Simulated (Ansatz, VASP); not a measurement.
## One calculation of ZnO, two programs

```
Zn O
1.0
     3.24353    0.00000    0.00000
    -1.62176    2.80898    0.00000
     0.00000    0.00000    7.03407
Zn O
2 2
Direct
  0.00000 0.00000 0.25000
  0.00000 0.00000 0.75000
  0.66667 0.33333 0.75000
  0.33333 0.66667 0.25000
```

Alike in both runs: task single point; functional LDA; k mesh 9 × 9 × 4; occupations fermi-dirac, width 0.05 eV; no spin polarisation.

```csv
,VASP,Ansatz
version,VASP 6.6.1,Ansatz 0.2.0
potentials or method,"VASP PAW LDA potentials, release 64 (Zn, O)",Ansatz PAW
plane-wave cutoff (eV),520,420
valence electrons in the cell,36,36
```

Ansatz gave:

| Property | Result |
| --- | --- |
| gap on the k mesh at the Fermi level (eV) | 0.75 |
| least direct gap on the mesh (eV) | 0.75 |
| pressure (GPa) | -4.8 |
| traceless stress, the component that is largest in VASP (GPa) | 3.02 |

What did VASP give for the same quantities?

gap on the k mesh at the Fermi level (eV): 0.76; least direct gap on the mesh (eV): 0.76; pressure (GPa): -3.9; traceless stress, the component that is largest in VASP (GPa): 2.04.

LDA's correlation is that of Perdew and Zunger in VASP and of Perdew and Wang (1992) in Ansatz.

Noted on Ansatz's run: odd divisions of the mesh miss points on the zone boundary, where band edges often lie, so the gap on the mesh can be too wide.
